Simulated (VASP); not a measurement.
# Re (P6_3/mmc) in VASP: a series of runs

The runs below take Re through relaxation of cell and atoms, single point, with PBEsol+D4, BLYP+D3(BJ), HSE06, PBE, RPBE+D3(BJ).

Everything below comes from runs of VASP 6.6.1. Logs are shortened: lines on timing, memory, paths and dates and some standing lists are left out, and cuts for length are marked.

**1. The cell of the first run**

Symmetry: P6_3/mmc, No. 194, hexagonal system. Conventional cell: a = 2.761 Å, b = 2.761 Å, c = 4.458 Å, α = 90.00°, β = 90.00°, γ = 120.00°. Re (site symmetry -6m2) has 12 Re at 2.74 to 2.76 Å within 3.6 Å.

**2. Relaxation of cell and atoms, PBEsol+D4**

File INCAR:

```
SYSTEM = Re
PREC = Accurate
ENCUT = 600
EDIFF = 1E-6
ISMEAR = -1
SIGMA = 0.05
LREAL = .False.
LASPH = .True.
NELM = 60
ALGO = Normal
ISIF = 3
LWAVE = .False.
LCHARG = .False.
GGA = PS
IVDW = 13
IBRION = 2
NSW = 80
EDIFFG = -0.02
```

File KPOINTS:

```
Automatic mesh
0
Gamma
  11 11 6
  0 0 0
```

File POSCAR:

```
Re
1.0
    2.7608000000      0.0000000000      0.0000000000
   -1.3804000000      2.3909229348      0.0000000000
    0.0000000000      0.0000000000      4.4582000000
Re
2
Direct
    0.6666666667      0.3333333333      0.7500000000
    0.3333333333      0.6666666667      0.2500000000
```

Potentials or basis: VASP PAW PBE potentials, release 64 (Re).

Run with:

```bash
cat potpaw_PBE.64/Re/POTCAR > POTCAR
mpirun -np 1 vasp_std > vasp.out
```

OUTCAR:

```text
SYSTEM = Re
   PREC = Accurate
   ENCUT = 600
   EDIFF = 1E-6
   ISMEAR = -1
   LREAL = .False.
   LASPH = .True.
   NELM = 60
   ISIF = 3
   GGA = PS
   IVDW = 13
   IBRION = 2
   NSW = 80
   EDIFFG = -0.02

 ion  position               nearest neighbor table
   1  0.667  0.333  0.750-   2 2.74   2 2.74   2 2.74   2 2.74   2 2.74   2 2.74
   2  0.333  0.667  0.250-   1 2.74   1 2.74   1 2.74   1 2.74   1 2.74   1 2.74

  LATTYP: Found a hexagonal cell.
 ALAT       =     2.7608000000
 C/A-ratio  =     1.6148217908

  Lattice vectors:

 A1 = (   2.7608000000,   0.0000000000,   0.0000000000)
 A2 = (  -1.3804000000,   2.3909229348,   0.0000000000)
 A3 = (   0.0000000000,   0.0000000000,   4.4582000000)

Analysis of symmetry for initial positions (statically):
=====================================================================
 Subroutine PRICEL returns:
 Original cell was already a primitive cell.

 Routine SETGRP: Setting up the symmetry group for a
 hexagonal supercell.

 Subroutine GETGRP returns: Found 24 space group operations
 (whereof 12 operations were pure point group operations)
 out of a pool of 24 trial point group operations.

The static configuration has the point symmetry D_3d.
 The point group associated with its full space group is D_6h.

Analysis of symmetry for dynamics (positions and initial velocities):
=====================================================================
 Subroutine PRICEL returns:
 Original cell was already a primitive cell.

 Routine SETGRP: Setting up the symmetry group for a
 hexagonal supercell.

 Subroutine GETGRP returns: Found 24 space group operations
 (whereof 12 operations were pure point group operations)
 out of a pool of 24 trial point group operations.

The dynamic configuration has the point symmetry D_3d.
 The point group associated with its full space group is D_6h.

 Subroutine INISYM returns: Found 24 space group operations
 (whereof 12 operations are pure point group operations),
 and found     1 'primitive' translations

----------------------------------------------------------------------------------------

                                     Primitive cell

  volume of cell :      29.4280

  direct lattice vectors                    reciprocal lattice vectors
     2.760800000  0.000000000  0.000000000     0.362213851  0.209124264  0.000000000
    -1.380400000  2.390922935  0.000000000     0.000000000  0.418248529  0.000000000
     0.000000000  0.000000000  4.458200000     0.000000000  0.000000000  0.224305774

  length of vectors
     2.760800000  2.760800000  4.458200000     0.418248529  0.418248529  0.224305774

  position of ions in fractional coordinates (direct lattice)
     0.666666667  0.333333333  0.750000000
     0.333333333  0.666666667  0.250000000

  ion indices of the primitive-cell ions
   primitive index   ion index
                 1           1
                 2           2

----------------------------------------------------------------------------------------

 KPOINTS: Automatic mesh

Automatic generation of k-mesh.
 Grid dimensions read from file:
 generate k-points for:   11   11    6

 Generating k-lattice:

  Cartesian coordinates                     Fractional coordinates (reciprocal lattice)
     0.032928532  0.019011297  0.000000000     0.090909091 -0.000000000  0.000000000
     0.000000000  0.038022594  0.000000000     0.000000000  0.090909091  0.000000000
     0.000000000  0.000000000  0.037384296     0.000000000  0.000000000  0.166666667

  Length of vectors
     0.038022594  0.038022594  0.037384296

  Shift w.r.t. Gamma in fractional coordinates (k-lattice)
     0.000000000  0.000000000  0.000000000

 Subroutine IBZKPT returns following result:
 ===========================================

 Found     64 irreducible k-points:

 Following reciprocal coordinates:
            Coordinates               Weight
  0.000000  0.000000  0.000000      1.000000
  0.090909 -0.000000  0.000000      6.000000
  0.181818 -0.000000  0.000000      6.000000
  0.272727 -0.000000  0.000000      6.000000
  0.363636 -0.000000  0.000000      6.000000
  0.454545 -0.000000  0.000000      6.000000
[... 16 lines left out ...]
  0.090909  0.090909  0.166667     12.000000
  0.181818  0.090909  0.166667     24.000000
 [... further k-points ...]
   k-points           NKPTS =     64   k-points in BZ     NKDIM =     64   number of bands    NBANDS=     11
   number of dos      NEDOS =    301   number of ions     NIONS =      2
   total plane-waves  NPLWV =  20736
   dimension x,y,z NGX =    24 NGY =   24 NGZ =   36
   dimension x,y,z NGXF=    48 NGYF=   48 NGZF=   72
   ions per type =               2
   NGX,Y,Z   is equivalent  to a cutoff of  14.45, 14.45, 13.42 a.u.
   NGXF,Y,Z  is equivalent  to a cutoff of  28.90, 28.90, 26.85 a.u.
 SYSTEM =  Re
   PREC   = accura    normal or accurate (medium, high low for compatibility)
   ISTART =      0    job   : 0-new  1-cont  2-samecut
   ICHARG =      2    charge: 1-file 2-atom 10-const
   ISPIN  =      1    spin polarized calculation?
   LNONCOLLINEAR =      F non collinear calculations
   LSORBIT =      F    spin-orbit coupling
   LASPH  =      T    aspherical Exc in radial PAW
   ENCUT  =  600.0 eV  44.10 Ry    6.64 a.u.   5.51  5.51  8.90*2*pi/ulx,y,z
   NELM   =     60;   NELMIN=  2; NELMDL= -5     # of ELM steps
   EDIFF  = 0.1E-05   stopping-criterion for ELM
   LREAL  =      F    real-space projection
   EDIFFG = -.2E-01   stopping-criterion for IOM
   NSW    =     80    number of steps for IOM
   IBRION =      2    ionic relax: 0-MD 1-quasi-New 2-CG
   NFREE  =      1    steps in history (QN), initial steepest desc. (CG)
   ISIF   =      3    stress and relaxation
   ISYM   =      2    0-nonsym 1-usesym 2-fastsym
   POTIM  = 0.5000    time-step for ionic-motion
   TEBEG  =    0.0;   TEEND  =   0.0 temperature during run
   PSTRESS=    0.0 pullay stress
   NELECT =      14.0000    total number of electrons
   NUPDOWN=      -1.0000    fix difference up-down
   EMIN   =  10.00;   EMAX   =-10.00  energy-range for DOS
   EFERMI =   0.00;   METHOD = LEGACY
   ISMEAR =    -1;   SIGMA  =   0.05  broadening in eV -4-tet -1-fermi 0-gaus
   EFERMI_NEDOS =   21; number of points for ismear=-14 and -15
   IALGO  =     38    algorithm
   IMIX   =      4    mixing-type and parameters
     AMIX     =   0.40;   BMIX     =  1.00
     AMIX_MAG =   1.60;   BMIX_MAG =  1.00
  volume/ion in A,a.u.               =      14.71        99.29
  Fermi-wavevector in a.u.,A,eV,Ry     =   1.278000  2.415070 22.222174  1.633284
  Thomas-Fermi vector in A             =   2.410568
   LORBIT       =      0    0 simple, 1 ext, 2 COOP (PROOUT), +10 PAW based schemes
   GGA     = PS    functional components
   LHFCALC =     F    Hartree Fock is set to
   AEXX    =    0.0000 exact exchange contribution
   IVDW    =    13    specifies the selected vdW correction
   LEPSILON=     F    determine dielectric tensor
   LRPA    =     F    only Hartree local field effects (RPA)
 conjugate gradient relaxation of ions
 non-spin polarized calculation
  energy-cutoff  :      600.00
  volume of cell :       29.43
 maximum number of plane-waves:      1014
 NGX is ok and might be reduce to    24
   NGX = 11   NGY = 11   NGZ = 17

--------------------------------------- Ionic step        1  -------------------------------------------

 number of electron      14.0000000 magnetization

 Free energy of the ion-electron system (eV)
  ---------------------------------------------------
  ext. energy  EPLUGINS =         0.00000000
  ---------------------------------------------------
  free energy    TOTEN  =       -26.73745656 eV

  energy without entropy =      -26.72354876  energy(sigma->0) =      -26.73050266

------------------------ aborting loop because EDIFF is reached ----------------------------------------

  DFT-D4 for vdW energy calculation

  Edisp (eV):   -0.82295

  FORCE on cell =-STRESS in cart. coord.  units (eV):
  Direction    XX          YY          ZZ          XY          YZ          ZX
  --------------------------------------------------------------------------------------
  -------------------------------------------------------------------------------------
  Total      -1.51038    -1.51038    -1.50627     0.00000     0.00000    -0.00000
  in kB     -82.23116   -82.23116   -82.00768     0.00000     0.00000    -0.00000
  external pressure =      -82.16 kB  Pullay stress =        0.00 kB
[... 101 lines left out ...]
  energy  without entropy=      -27.5632506173  energy(sigma->0) =      -27.56982047

--------------------------------------- Ionic step        4  -------------------------------------------

 number of electron      14.0000000 magnetization

 Free energy of the ion-electron system (eV)
  ---------------------------------------------------
  ext. energy  EPLUGINS =         0.00000000
  ---------------------------------------------------
  free energy    TOTEN  =       -26.73777051 eV

  energy without entropy =      -26.72466012  energy(sigma->0) =      -26.73121531

 E-fermi :   7.9863     XC(G=0): -13.9335

 val. band max:        7.9593838761   @ k =   0.1818  -0.0000   0.1667
 cond. band min:       8.0380717044   @ k =   0.3636   0.1818   0.3333
 fundamental gap:      0.0786878283
 Fermi energy:         7.9862542553

 k-point     1 :       0.0000    0.0000    0.0000
  band No.  band energies     occupation
      1      -2.0658      2.00000
      2       1.1800      2.00000
      3       6.3352      2.00000
      4       6.3352      2.00000
      5       6.3400      2.00000
      6       7.2038      2.00000
      7       7.2038      2.00000
      8       8.1645      0.05502
      9       8.1645      0.05502
     10       8.6358      0.00000
     11      11.4457      0.00000
[... 309 lines left out ...]
 k-point    24 :       0.1818    0.0909    0.1667
  band No.  band energies     occupation
      1       0.3034      2.00000
      2       2.9296      2.00000
      3       4.3158      2.00000
      4       4.6584      2.00000
      5       5.9615      2.00000
      6       6.6758      2.00000
      7       7.3068      2.00000
      8       8.2768      0.00597
      9       9.0131      0.00000
     10       9.4203      0.00000
     11      11.8690      0.00000

 [... further k-points ...]

------------------------ aborting loop because EDIFF is reached ----------------------------------------

  DFT-D4 for vdW energy calculation

  Edisp (eV):   -0.83865

  FORCE on cell =-STRESS in cart. coord.  units (eV):
  Direction    XX          YY          ZZ          XY          YZ          ZX
  --------------------------------------------------------------------------------------
  -------------------------------------------------------------------------------------
  Total      -0.00815    -0.00815     0.00175     0.00000    -0.00000     0.00000
  in kB      -0.45308    -0.45308     0.09748     0.00000    -0.00000     0.00000
  external pressure =       -0.27 kB  Pullay stress =        0.00 kB
[... 17 lines left out ...]
  FREE ENERGIE OF THE ION-ELECTRON SYSTEM (eV)
  ---------------------------------------------------
  free  energy   TOTEN  =       -27.5764226581 eV

  energy  without entropy=      -27.5633122670  energy(sigma->0) =      -27.56986746

 reached required accuracy - stopping structural energy minimisation
```

Run time: 87 s. Hardware: 1 thread of Intel Xeon 8259CL, shared host; peak memory 0.18 GiB.

Results:

- Free energy: -27.5764 eV
- Relaxed volume: 14.41 Å³/atom
- Relaxed cell: a = 2.742 Å, b = 2.742 Å, c = 4.427 Å, α = 90.00°, β = 90.00°, γ = 120.00°
- Space group after relaxing (to 0.1 Å): P6_3/mmc (No. 194)
- Energy gained by relaxing: 8.0 meV/atom
- Ionic steps: 4
- Pressure after relaxing: 0.0 GPa
- Band gap on the k mesh: zero (bands 7 and 8 overlap by 3.18 eV)
- Dispersion energy per atom: -0.419 eV

Step by step:
```tsv
step	energy change (eV)	largest force (eV/Å)	pressure (GPa)	volume (Å³)
1	0.0000	0.0000	-8.22	29.43
2	0.3073	0.0000	45.13	26.33
3	-0.0160	0.0000	-0.37	28.84
4	-0.0160	0.0000	-0.03	28.82
```

Final structure:
```xyz
2
Lattice="2.7417 0.0000 0.0000 -1.3708 2.3743 0.0000 0.0000 0.0000 4.4274" Properties=species:S:1:pos:R:3 pbc="T T T"
Re    1.3708    0.7914    3.3205
Re    0.0000    1.5829    1.1068
```

Caveat: the PAW data sets were made with another functional, which shifts forces and pressure a little; spin-orbit coupling is left out, which moves the levels of the heavy elements.

(Continued in part 2 of 2.)
